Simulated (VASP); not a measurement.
Input of a VASP 6.6.1 run:

The input POSCAR:

```
V
1.0
   14.0000000000      0.0000000000      0.0000000000
    0.0000000000     14.4000000000      0.0000000000
    0.0000000000      0.0000000000     14.8000000000
V
1
Direct
    0.5000000000      0.5000000000      0.5000000000
```

File INCAR.step1:

```
PREC     = Accurate       # precision mode
ENCUT    = 400            # plane-wave cutoff, eV
EDIFF    = 1E-5           # SCF threshold, eV
ISMEAR   = -1             # smearing method
SIGMA    = 0.01           # smearing width, eV
LREAL    = F              # projectors in reciprocal space
LASPH    = T              # aspherical terms in the spheres
NELM     = 200            # most SCF steps
ALGO     = Normal         # electronic algorithm
ISIF     = 2              # what is computed and relaxed
LWAVE    = T              # write WAVECAR
LCHARG   = F              # write CHGCAR
ISPIN    = 2              # spin polarisation
MAGMOM   = 5              # initial moments
LORBIT   = 11             # projections on sites
LMAXMIX  = 4              # l up to which the mixer works
GGA      = PE             # functional
ISYM     = 0            
NBANDS   = 16             # bands
GGA_COMPAT= F
```

Contents of INCAR.step2:

```
PREC     = Accurate       # precision mode
ENCUT    = 400            # plane-wave cutoff, eV
EDIFF    = 1E-6           # SCF threshold, eV
ISMEAR   = -1             # smearing method
SIGMA    = 0.01           # smearing width, eV
LREAL    = F              # projectors in reciprocal space
LASPH    = T              # aspherical terms in the spheres
NELM     = 200            # most SCF steps
ALGO     = Normal         # electronic algorithm
ISIF     = 2              # what is computed and relaxed
LWAVE    = F              # write WAVECAR
LCHARG   = F              # write CHGCAR
ISPIN    = 2              # spin polarisation
MAGMOM   = 5              # initial moments
LORBIT   = 11             # projections on sites
LMAXMIX  = 4              # l up to which the mixer works
GGA      = PE             # functional
LHFCALC  = T              # exact exchange
HFSCREEN = 0.2079         # screening, 1/A
PRECFOCK = Normal       
ISTART   = 1            
ISYM     = 0            
NBANDS   = 16             # bands
GGA_COMPAT= F
```

Contents of KPOINTS:

```
Automatic mesh
0
Gamma
  1 1 1
```

Potentials or basis: VASP PAW PBE potentials, release 64 (V_sv).

The run is started by

```bash
$ cat potpaw_PBE.64/V_sv/POTCAR > POTCAR
$ cp INCAR.step1 INCAR
$ mpirun -np 1 vasp_gam > vasp.out
$ cp INCAR.step2 INCAR
$ mpirun -np 1 vasp_gam > vasp.out
```

Task: Predict the site moments.

Result: V +3.54 μB.

Task: Predict the band gap on the k mesh.

Result: 2.69 eV.

Task: Estimate the pressure.

Result: 0.0 GPa.

Caveat: the PAW data sets were made with another functional, which shifts forces and pressure a little.
